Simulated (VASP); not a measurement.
# Sr (P6_3/mmc) in VASP: a series of runs

The runs below take Sr through single point, relaxation of cell and atoms, with revPBE.

Program: VASP 6.6.1. These are calculated values, not measurements. Logs are shortened: lines on timing, memory, paths and dates and some standing lists are left out, and cuts for length are marked.

### Step 1. The cell of the first run

It takes space group P6_3/mmc (No. 194, hexagonal). The conventional cell has a = 4.448 Å, b = 4.448 Å, c = 14.562 Å, α = 90.00°, β = 90.00°, γ = 120.00°. Sr (site symmetry -3m) has 12 Sr at 4.45 to 4.46 Å within 5.8 Å. Within 5.8 Å of Sr (site symmetry -6m2) lie 12 Sr at 4.45 to 4.46 Å.

This isn't the form of Sr at room conditions, which is fcc.

### Step 2. Single point, revPBE (62.38 Å³/atom)

The input, INCAR:

```
ALGO = Normal ; EDIFF = 1E-7
ENCUT = 520 ; GGA = RE
ISIF = 2 ; ISMEAR = -1
LASPH = T ; LCHARG = F
LREAL = F ; LWAVE = F
NBANDS = 28 ; NELM = 60
PREC = Accurate ; SIGMA = 0.1
```

The input, KPOINTS:

```
k-points
0
Gamma
  10 10 3
```

The input, POSCAR:

```
Sr
1.0
    4.4483023910      0.0000000000      0.0000000000
   -2.2241511955      3.8523428744      0.0000000000
    0.0000000000      0.0000000000     14.5615336651
Sr
4
Direct
    1.0000000000      1.0000000000      1.0000000000
    0.0000000000      0.0000000000      0.5000000000
    0.3333333333      0.6666666667      0.2500000000
    0.6666666667      0.3333333333      0.7500000000
```

Potentials or basis: VASP PAW PBE potentials, release 64 (Sr_sv).

On the command line:

```console
$ cat potpaw_PBE.64/Sr_sv/POTCAR > POTCAR
$ mpirun -np 1 vasp_std > vasp.out
```

OUTCAR:

```text
EDIFF = 1E-7
   ENCUT = 520
   GGA = RE
   ISIF = 2
   ISMEAR = -1
   LASPH = T
   LREAL = F
   NELM = 60
   PREC = Accurate

 ion  position               nearest neighbor table
   1  0.000  0.000  0.000-   3 4.46   4 4.46   4 4.46   3 4.46   4 4.46   3 4.46
   2  0.000  0.000  0.500-   3 4.46   4 4.46   4 4.46   3 4.46   4 4.46   3 4.46
   3  0.333  0.667  0.250-   1 4.46   2 4.46   1 4.46   2 4.46   1 4.46   2 4.46
   4  0.667  0.333  0.750-   1 4.46   2 4.46   1 4.46   2 4.46   1 4.46   2 4.46

  LATTYP: Found a hexagonal cell.
 ALAT       =     4.4483023910
 C/A-ratio  =     3.2735035493

  Lattice vectors:

 A1 = (   4.4483023910,   0.0000000000,   0.0000000000)
 A2 = (  -2.2241511955,   3.8523428744,   0.0000000000)
 A3 = (   0.0000000000,   0.0000000000,  14.5615336651)

Analysis of symmetry for initial positions (statically):
=====================================================================
 Subroutine PRICEL returns:
 Original cell was already a primitive cell.

 Routine SETGRP: Setting up the symmetry group for a
 hexagonal supercell.

 Subroutine GETGRP returns: Found 24 space group operations
 (whereof 12 operations were pure point group operations)
 out of a pool of 24 trial point group operations.

The static configuration has the point symmetry D_3d.
 The point group associated with its full space group is D_6h.

Analysis of symmetry for dynamics (positions and initial velocities):
=====================================================================
 Subroutine PRICEL returns:
 Original cell was already a primitive cell.

 Routine SETGRP: Setting up the symmetry group for a
 hexagonal supercell.

 Subroutine GETGRP returns: Found 24 space group operations
 (whereof 12 operations were pure point group operations)
 out of a pool of 24 trial point group operations.

The dynamic configuration has the point symmetry D_3d.
 The point group associated with its full space group is D_6h.

 Subroutine INISYM returns: Found 24 space group operations
 (whereof 12 operations are pure point group operations),
 and found     1 'primitive' translations

----------------------------------------------------------------------------------------

                                     Primitive cell

  volume of cell :     249.5321

  direct lattice vectors                    reciprocal lattice vectors
     4.448302391  0.000000000  0.000000000     0.224804861  0.129791147  0.000000000
    -2.224151196  3.852342874  0.000000000     0.000000000  0.259582294  0.000000000
     0.000000000  0.000000000 14.561533665     0.000000000  0.000000000  0.068674085

  length of vectors
     4.448302391  4.448302391 14.561533665     0.259582294  0.259582294  0.068674085

  position of ions in fractional coordinates (direct lattice)
     0.000000000  0.000000000  0.000000000
     0.000000000  0.000000000  0.500000000
     0.333333333  0.666666667  0.250000000
     0.666666667  0.333333333  0.750000000

  ion indices of the primitive-cell ions
   primitive index   ion index
                 1           1
                 2           2
                 3           3
                 4           4

----------------------------------------------------------------------------------------

 KPOINTS: k-points

Automatic generation of k-mesh.
 Grid dimensions read from file:
 generate k-points for:   10   10    3

 Generating k-lattice:

  Cartesian coordinates                     Fractional coordinates (reciprocal lattice)
     0.022480486  0.012979115  0.000000000     0.100000000  0.000000000  0.000000000
     0.000000000  0.025958229  0.000000000     0.000000000  0.100000000  0.000000000
     0.000000000  0.000000000  0.022891362     0.000000000  0.000000000  0.333333333

  Length of vectors
     0.025958229  0.025958229  0.022891362

  Shift w.r.t. Gamma in fractional coordinates (k-lattice)
     0.000000000  0.000000000  0.000000000

 Subroutine IBZKPT returns following result:
 ===========================================

 Found     28 irreducible k-points:

 Following reciprocal coordinates:
            Coordinates               Weight
  0.000000  0.000000  0.000000      1.000000
  0.100000  0.000000  0.000000      6.000000
  0.200000  0.000000  0.000000      6.000000
  0.300000  0.000000  0.000000      6.000000
  0.400000  0.000000  0.000000      6.000000
  0.500000  0.000000  0.000000      3.000000
[... 16 lines left out ...]
  0.300000  0.100000  0.333333     24.000000
  0.400000  0.100000  0.333333     24.000000
 [... further k-points ...]
   k-points           NKPTS =     28   k-points in BZ     NKDIM =     28   number of bands    NBANDS=     28
   number of dos      NEDOS =    301   number of ions     NIONS =      4
   total plane-waves  NPLWV = 139968
   dimension x,y,z NGX =    36 NGY =   36 NGZ =  108
   dimension x,y,z NGXF=    72 NGYF=   72 NGZF=  216
   ions per type =               4
   NGX,Y,Z   is equivalent  to a cutoff of  13.45, 13.45, 12.33 a.u.
   NGXF,Y,Z  is equivalent  to a cutoff of  26.91, 26.91, 24.66 a.u.
 SYSTEM =  unknown system
   PREC   = accura    normal or accurate (medium, high low for compatibility)
   ISTART =      0    job   : 0-new  1-cont  2-samecut
   ICHARG =      2    charge: 1-file 2-atom 10-const
   ISPIN  =      1    spin polarized calculation?
   LNONCOLLINEAR =      F non collinear calculations
   LSORBIT =      F    spin-orbit coupling
   LASPH  =      T    aspherical Exc in radial PAW
   ENCUT  =  520.0 eV  38.22 Ry    6.18 a.u.   8.27  8.27 27.07*2*pi/ulx,y,z
   NELM   =     60;   NELMIN=  2; NELMDL= -5     # of ELM steps
   EDIFF  = 0.1E-06   stopping-criterion for ELM
   LREAL  =      F    real-space projection
   EDIFFG = 0.1E-05   stopping-criterion for IOM
   NSW    =      0    number of steps for IOM
   IBRION =     -1    ionic relax: 0-MD 1-quasi-New 2-CG
   NFREE  =      0    steps in history (QN), initial steepest desc. (CG)
   ISIF   =      2    stress and relaxation
   ISYM   =      2    0-nonsym 1-usesym 2-fastsym
   POTIM  = 0.5000    time-step for ionic-motion
   TEBEG  =    0.0;   TEEND  =   0.0 temperature during run
   PSTRESS=    0.0 pullay stress
   NELECT =      40.0000    total number of electrons
   NUPDOWN=      -1.0000    fix difference up-down
   EMIN   =  10.00;   EMAX   =-10.00  energy-range for DOS
   EFERMI =   0.00;   METHOD = LEGACY
   ISMEAR =    -1;   SIGMA  =   0.10  broadening in eV -4-tet -1-fermi 0-gaus
   EFERMI_NEDOS =   21; number of points for ismear=-14 and -15
   IALGO  =     38    algorithm
   IMIX   =      4    mixing-type and parameters
     AMIX     =   0.40;   BMIX     =  1.00
     AMIX_MAG =   1.60;   BMIX_MAG =  1.00
  volume/ion in A,a.u.               =      62.38       420.98
  Fermi-wavevector in a.u.,A,eV,Ry     =   0.889309  1.680550 10.760447  0.790871
  Thomas-Fermi vector in A             =   2.010853
   LORBIT       =      0    0 simple, 1 ext, 2 COOP (PROOUT), +10 PAW based schemes
   GGA     = RE    functional components
   LHFCALC =     F    Hartree Fock is set to
   AEXX    =    0.0000 exact exchange contribution
   IVDW    =     0    specifies the selected vdW correction
   LEPSILON=     F    determine dielectric tensor
   LRPA    =     F    only Hartree local field effects (RPA)
 non-spin polarized calculation
  energy-cutoff  :      520.00
  volume of cell :      249.53
 maximum number of plane-waves:      6754
 NGX is ok and might be reduce to    36
   NGX = 17   NGY = 17   NGZ = 55

 number of electron      40.0000000 magnetization

 Free energy of the ion-electron system (eV)
  ---------------------------------------------------
  ext. energy  EPLUGINS =         0.00000000
  ---------------------------------------------------
  free energy    TOTEN  =        -5.96374798 eV

  energy without entropy =       -5.77706420  energy(sigma->0) =       -5.87040609

 E-fermi :   1.2272     XC(G=0):  -6.8962

 val. band max:        1.2100970195   @ k =   0.3000   0.0000   0.0000
 cond. band min:       1.2320114332   @ k =   0.3000   0.3000   0.0000
 fundamental gap:      0.0219144137
 Fermi energy:         1.2272363601

 k-point     1 :       0.0000    0.0000    0.0000
  band No.  band energies     occupation
      1     -35.6569      2.00000
      2     -35.6541      2.00000
      3     -35.6523      2.00000
      4     -35.6494      2.00000
      5     -17.6805      2.00000
      6     -17.6216      2.00000
[... 20 lines left out ...]
     27       3.4356      0.00000
     28       3.4702      0.00000

 k-point     2 :       0.1000    0.0000    0.0000
  band No.  band energies     occupation
      1     -35.6563      2.00000
      2     -35.6536      2.00000
      3     -35.6518      2.00000
      4     -35.6491      2.00000
      5     -17.6767      2.00000
      6     -17.6230      2.00000
[... 20 lines left out ...]
     27       3.4877      0.00000
     28       3.5218      0.00000

 k-point     3 :       0.2000    0.0000    0.0000
  band No.  band energies     occupation
      1     -35.6546      2.00000
      2     -35.6524      2.00000
      3     -35.6506      2.00000
      4     -35.6483      2.00000
      5     -17.6664      2.00000
      6     -17.6311      2.00000
[... 20 lines left out ...]
     27       3.4030      0.00000
     28       3.6788      0.00000

 k-point     4 :       0.3000    0.0000    0.0000
  band No.  band energies     occupation
      1     -35.6525      2.00000
      2     -35.6508      2.00000
      3     -35.6491      2.00000
      4     -35.6474      2.00000
      5     -17.6572      2.00000
      6     -17.6516      2.00000
[... 20 lines left out ...]
     27       3.1511      0.00000
     28       3.2660      0.00000

 k-point     5 :       0.4000    0.0000    0.0000
  band No.  band energies     occupation
      1     -35.6505      2.00000
      2     -35.6496      2.00000
      3     -35.6478      2.00000
      4     -35.6469      2.00000
      5     -17.6730      2.00000
      6     -17.6728      2.00000
[... 20 lines left out ...]
     27       2.7540      0.00000
     28       3.1877      0.00000

 k-point     6 :       0.5000    0.0000    0.0000
  band No.  band energies     occupation
      1     -35.6497      2.00000
      2     -35.6491      2.00000
      3     -35.6474      2.00000
      4     -35.6467      2.00000
      5     -17.6813      2.00000
      6     -17.6807      2.00000
[... 463 lines left out ...]
      5     -17.6639      2.00000
      6     -17.6483      2.00000
[... 20 lines left out ...]
     27       3.3739      0.00000
     28       3.5015      0.00000

 k-point    22 :       0.2000    0.1000    0.3333
  band No.  band energies     occupation
      1     -35.6529      2.00000
      2     -35.6520      2.00000
      3     -35.6489      2.00000
      4     -35.6481      2.00000
      5     -17.6559      2.00000
      6     -17.6504      2.00000
[... 20 lines left out ...]
     27       3.1859      0.00000
     28       3.2866      0.00000

 k-point    23 :       0.3000    0.1000    0.3333
  band No.  band energies     occupation
      1     -35.6509      2.00000
      2     -35.6504      2.00000
      3     -35.6478      2.00000
      4     -35.6472      2.00000
      5     -17.6632      2.00000
      6     -17.6575      2.00000
[... 20 lines left out ...]
     27       2.8797      0.00000
     28       3.0843      0.00000

 k-point    24 :       0.4000    0.1000    0.3333
  band No.  band energies     occupation
      1     -35.6496      2.00000
      2     -35.6493      2.00000
      3     -35.6472      2.00000
      4     -35.6469      2.00000
      5     -17.6741      2.00000
      6     -17.6726      2.00000
[... 20 lines left out ...]
     27       2.7444      0.00000
     28       3.0248      0.00000

 [... further k-points ...]
[... 5 lines left out ...]
  --------------------------------------------------------------------------------------
  -------------------------------------------------------------------------------------
  Total       -1.1631544     -1.1631544     -1.1304329      0.0000000      0.0000000      0.0000000
  in kB       -7.4682975     -7.4682975     -7.2582011      0.0000000      0.0000000      0.0000000
  external PRESSURE =      -7.3982654 kB  Pullay stress =       0.0000000 kB

 VOLUME and BASIS-vectors are now :
 -----------------------------------------------------------------------------
  energy-cutoff  :      520.00
  volume of cell :      249.53
      direct lattice vectors                 reciprocal lattice vectors
     4.448302391  0.000000000  0.000000000     0.224804861  0.129791147  0.000000000
    -2.224151196  3.852342874  0.000000000     0.000000000  0.259582294  0.000000000
     0.000000000  0.000000000 14.561533665     0.000000000  0.000000000  0.068674085

 POSITION                                       TOTAL-FORCE (eV/Angst)
 -----------------------------------------------------------------------------------
      0.00000      0.00000      0.00000        -0.000000      0.000000      0.000000
      0.00000      0.00000      7.28077        -0.000000      0.000000      0.000000
     -0.00000      2.56823      3.64038         0.000000      0.000000     -0.000000
      2.22415      1.28411     10.92115        -0.000000     -0.000000      0.000000
 -----------------------------------------------------------------------------------
    total drift:                               -0.000000      0.000000      0.000000

  FREE ENERGIE OF THE ION-ELECTRON SYSTEM (eV)
  ---------------------------------------------------
  free  energy   TOTEN  =        -5.9637479755 eV

  energy  without entropy=       -5.7770642042  energy(sigma->0) =       -5.87040609
```

Wall time 5.3 min (1 thread of Intel Xeon 8259CL, shared host); peak memory 0.45 GiB.

What came out:

```yaml
Free_energy: -5.9637 eV
Pressure: -0.7 GPa
Band_gap_on_the_k_mesh: zero (bands 20 and 21 overlap by 0.21 eV)
```

Levels at points of the mesh, in eV from the Fermi level:
| k point | band 16 | band 17 | band 18 | band 19 | band 20 | band 21 | band 22 | band 23 | band 24 | band 25 |
| --- | --- | --- | --- | --- | --- | --- | --- | --- | --- | --- |
| (0.00, 0.00, 0.00) | -18.79 | -3.41 | -2.57 | -2.57 | -1.02 | -0.07 | 1.24 | 1.26 | 2.15 | 2.15 |
| (0.50, 0.00, 0.00) | -18.81 | -1.03 | -0.74 | -0.69 | -0.51 | 0.04 | 0.12 | 0.39 | 0.39 | 1.05 |

Caveat: the PAW data sets were made with another functional, which shifts forces and pressure a little.

### Step 3. Single point, revPBE (64.69 Å³/atom)

This run uses another cell than the first one, of 64.69 Å³/atom.

The input, INCAR:

```
PREC     = Accurate       # precision mode
ENCUT    = 520            # plane-wave cutoff, eV
EDIFF    = 1E-6           # SCF threshold, eV
ISMEAR   = -1             # smearing method
SIGMA    = 0.1            # smearing width, eV
LREAL    = F              # projectors in reciprocal space
LASPH    = T              # aspherical terms in the spheres
NELM     = 60             # most SCF steps
ALGO     = Normal         # electronic algorithm
ISIF     = 2              # what is computed and relaxed
LWAVE    = F              # write WAVECAR
LCHARG   = F              # write CHGCAR
GGA      = RE             # functional
NBANDS   = 28             # bands
```

The input, KPOINTS:

```
regular mesh
0
Gamma
  10 10 3
```

The input, POSCAR:

```
Sr
1.0
    4.5025553281      0.0000000000      0.0000000000
   -2.2512776640      3.8993272961      0.0000000000
    0.0000000000      0.0000000000     14.7391308470
Sr
4
Direct
    1.0000000000      1.0000000000      1.0000000000
    0.0000000000      0.0000000000      0.5000000000
    0.3333333333      0.6666666667      0.2500000000
    0.6666666667      0.3333333333      0.7500000000
```

Potentials or basis: VASP PAW PBE potentials, release 64 (Sr_sv).

On the command line:

```console
$ cat potpaw_PBE.64/Sr_sv/POTCAR > POTCAR
$ mpirun -np 1 vasp_std > vasp.out
```

It took 5 min on 1 thread of Intel Xeon 8259CL, shared host; peak memory 0.46 GiB.

Results (log left out):

| Property | Result |
| --- | --- |
| Free energy | -5.9130 eV |
| Pressure | -1.0 GPa |
| Band gap on the k mesh | zero (bands 20 and 21 overlap by 0.23 eV) |

Levels at points of the mesh, in eV from the Fermi level:
```tsv
k point	band 17	band 18	band 19	band 20	band 21	band 22	band 23	band 24
(0.00, 0.00, 0.00)	-3.35	-2.54	-2.53	-1.00	-0.09	1.23	1.25	2.12
(0.50, 0.00, 0.00)	-1.02	-0.74	-0.67	-0.49	0.04	0.10	0.40	0.41
```

Caveat: the PAW data sets were made with another functional, which shifts forces and pressure a little.

### Step 4. Single point, revPBE

This run uses another cell than the first one, of 57.76 Å³/atom.

The input, INCAR:

```
SYSTEM = Sr
ALGO = Normal
EDIFF = 1E-7
ENCUT = 520
GGA = RE
ISIF = 2
ISMEAR = -1
LASPH = .True.
LCHARG = .False.
LREAL = .False.
LWAVE = .False.
NBANDS = 28
NELM = 80
PREC = Accurate
SIGMA = 0.1
```

The input, KPOINTS:

```
k-points
0
Gamma
  11 11 3
  0 0 0
```

The input, POSCAR:

```
Sr
1.0
    4.3356383655      0.0000000000      0.0000000000
   -2.1678191827      3.7547729661      0.0000000000
    0.0000000000      0.0000000000     14.1927275774
Sr
4
Direct
    1.0000000000      1.0000000000      1.0000000000
    0.0000000000      0.0000000000      0.5000000000
    0.3333333333      0.6666666667      0.2500000000
    0.6666666667      0.3333333333      0.7500000000
```

On the command line:

```console
$ cat potpaw_PBE.64/Sr_sv/POTCAR > POTCAR
$ mpirun -np 1 vasp_std > vasp.out
```

It took 4.9 min on 1 thread of Intel Xeon 8259CL, shared host; peak memory 0.4 GiB.

The run converged. Its results:

```yaml
Free_energy: -6.0063 eV
Pressure: 0.0 GPa
Band_gap_on_the_k_mesh: zero (bands 20 and 21 overlap by 0.15 eV)
```

Levels at points of the mesh, in eV from the Fermi level:
| k point | band 16 | band 17 | band 18 | band 19 | band 20 | band 21 | band 22 | band 23 | band 24 | band 25 |
| --- | --- | --- | --- | --- | --- | --- | --- | --- | --- | --- |
| (0.00, 0.00, 0.00) | -18.62 | -3.53 | -2.64 | -2.63 | -1.06 | 0.00 | 1.28 | 1.29 | 2.22 | 2.22 |

Caveat: the PAW data sets were made with another functional, which shifts forces and pressure a little.

(Continued in part 2 of 2.)
